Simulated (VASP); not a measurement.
The system is Zn3Bi2.

```xyz
5
Lattice="4.3741 0.0000 0.0000 0.0000 4.3741 0.0000 0.0000 0.0000 6.7425" Properties=species:S:1:pos:R:3 pbc="T T T"
Zn    0.0000    0.0000    0.0000
Zn    0.0000    0.0000    3.3712
Zn    2.1871    2.1871    3.3712
Bi    2.1871    2.1871    1.1418
Bi    2.1871    2.1871    5.6007
```

The cell was generated, and may not be a known phase.

| Quantity | Value |
| --- | --- |
| Program | VASP 6.6.1 |
| Task | relaxation of cell and atoms |
| Functional | PBE |
| Potentials or basis | VASP PAW PBE potentials, release 64 (Zn, Bi_d) |
| Cutoff | 600 eV |
| k mesh | 4 × 4 × 4 |
| Occupations | gaussian, width 0.1 eV |
| Spin | no spin polarisation |

At the start: pressure 19.9 GPa; volume 25.80 Å³/atom.

Task: How do energy, volume and symmetry change on relaxing?

Result: Over 21 steps the energy falls by 1351.4 meV/atom and the volume is 24.29 Å³/atom (-5.9 %); space group P4/mmm (No. 123, to 0.1 Å) before and after.

The path:
```
step  energy change (eV)  largest force (eV/Å)  pressure (GPa)  volume (Å³)
   1              0.0000                7.7917           19.92       129.00
   2             -4.5558                0.0788           -5.87       186.70
   3             -4.7667                1.8730           -2.14       157.87
   4             -4.9098                1.0084           -4.31       169.87
   5             -5.8847                0.5936           -5.10       151.62
   6             -6.3865                0.5120           -4.33       137.62
   7             -6.1300                0.0624            6.16       110.72
   8             -6.5364                0.5057           -3.13       129.93
   9             -6.5809                0.4295           -0.58       121.79
  10             -6.5904                0.4678           -1.79       124.95
  11             -6.5917                0.4533           -1.47       124.09
  12             -6.6666                0.4349            0.85       118.25
  13             -6.6676                0.4277            1.15       117.60
  14             -6.7159                0.2745            0.55       119.22
  15             -6.7121                0.3763           -0.67       123.94
  16             -6.7521                0.1258            0.02       121.03
  17             -6.7563                0.0018           -0.27       122.09
  18             -6.7568                0.0466           -0.19       121.79
  19             -6.7568                0.0297           -0.22       121.87
  20             -6.7570                0.0256            0.12       121.12
  21             -6.7572                0.0039            0.00       121.43
```

Final structure:
```
Zn Bi
1.0
     3.65425    0.00000    0.00000
     0.00000    3.65425    0.00000
     0.00000    0.00000    9.09385
Zn Bi
3 2
Cartesian
  0.0000 0.0000 0.0000
  0.0000 0.0000 4.5469
  1.8271 1.8271 4.5469
  1.8271 1.8271 1.7484
  1.8271 1.8271 7.3454
```

Caveat: a cell axis changed by over 15 % at a fixed basis, so the end point is rough.
